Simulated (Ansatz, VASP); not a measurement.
# SnO2: VASP beside Ansatz

The input INCAR:

```
PREC = Accurate ; ENCUT = 520
EDIFF = 1E-6 ; ISMEAR = 0
SIGMA = 0.02 ; LREAL = False
LASPH = True ; NELM = 60
ALGO = Normal ; ISIF = 2
LWAVE = False ; LCHARG = False
GGA = PE ; NBANDS = 64
```

The input KPOINTS:

```
regular mesh
0
Gamma
  6 6 6
```

The input POSCAR:

```
SnO2
1.0
    3.5927325899     -3.5927325899      0.0000000000
    3.5927325899      3.5927325899      0.0000000000
    0.0000000000      0.0000000000      5.5318212665
Sn O
4 8
Direct
    0.0000000000      0.5000000000      0.5000000000
    0.5000000000      0.0000000000      0.5000000000
    0.5000000000      0.5000000000      0.0000000000
    0.0000000000      0.0000000000      0.0000000000
    0.2500000000      0.7500000000      0.6768538986
    0.7500000000      0.2500000000      0.6768538986
    0.2500000000      0.2500000000      0.8231461014
    0.7500000000      0.7500000000      0.8231461014
    0.2500000000      0.2500000000      0.3231461014
    0.7500000000      0.7500000000      0.3231461014
    0.7500000000      0.2500000000      0.1768538986
    0.2500000000      0.7500000000      0.1768538986
```

Input for Ansatz:

```yaml
crystal:
  lattice:
    - [3.5927325899, -3.5927325899, 0.0]
    - [3.5927325899, 3.5927325899, 0.0]
    - [0.0, 0.0, 5.5318212665]
  atoms:
    - { symbol: Sn, position: [0.0, 0.5, 0.5] }
    - { symbol: Sn, position: [0.5, 0.0, 0.5] }
    - { symbol: Sn, position: [0.5, 0.5, 0.0] }
    - { symbol: Sn, position: [0.0, 0.0, 0.0] }
    - { symbol: O, position: [0.25, 0.75, 0.6768538986] }
    - { symbol: O, position: [0.75, 0.25, 0.6768538986] }
    - { symbol: O, position: [0.25, 0.25, 0.8231461014] }
    - { symbol: O, position: [0.75, 0.75, 0.8231461014] }
    - { symbol: O, position: [0.25, 0.25, 0.3231461014] }
    - { symbol: O, position: [0.75, 0.75, 0.3231461014] }
    - { symbol: O, position: [0.75, 0.25, 0.1768538986] }
    - { symbol: O, position: [0.25, 0.75, 0.1768538986] }
basis:
  ecutwfc: 420
kpoints:
  mp_grid: { grid: [6, 6, 6] }
  band_path: { path: [VBM, CBM], npoints: 2 }
hamiltonian:
  xc: pbe
scf:
  occupations: { method: gaussian, width: 0.02 }
output:
  forces: true
  stress: true
  eigenvalues: true
checkpoint:
  read: start.run
  write: ck
  compress: false
  write_wavefunctions: false
  write_every: 100000
```

Alike in both runs: task single point; functional PBE; k mesh 6 × 6 × 6; occupations gaussian, width 0.02 eV; no spin polarisation.

```csv
,VASP,Ansatz
version,VASP 6.6.1,Ansatz 0.2.0
potentials or method,"VASP PAW PBE potentials, release 64 (Sn_d, O), cutoff 520 eV","scalar-relativistic, plane waves, PAW"
valence electrons in the cell,104,104
```

```csv
,VASP,Ansatz,Ansatz less VASP
gap on the k mesh at the Fermi level (eV),0.77,0.79,+0.014
least direct gap on the mesh (eV),0.77,0.79,+0.014
pressure (GPa),0.5,0.0,-0.53
"traceless stress, the component that is largest in VASP (GPa)",-0.26,0.00,+0.254
rms of the force components (eV/Å),0.021,0.001,-0.0209
```

Atom by atom the forces differ by 0.022 eV/Å (rms over components).
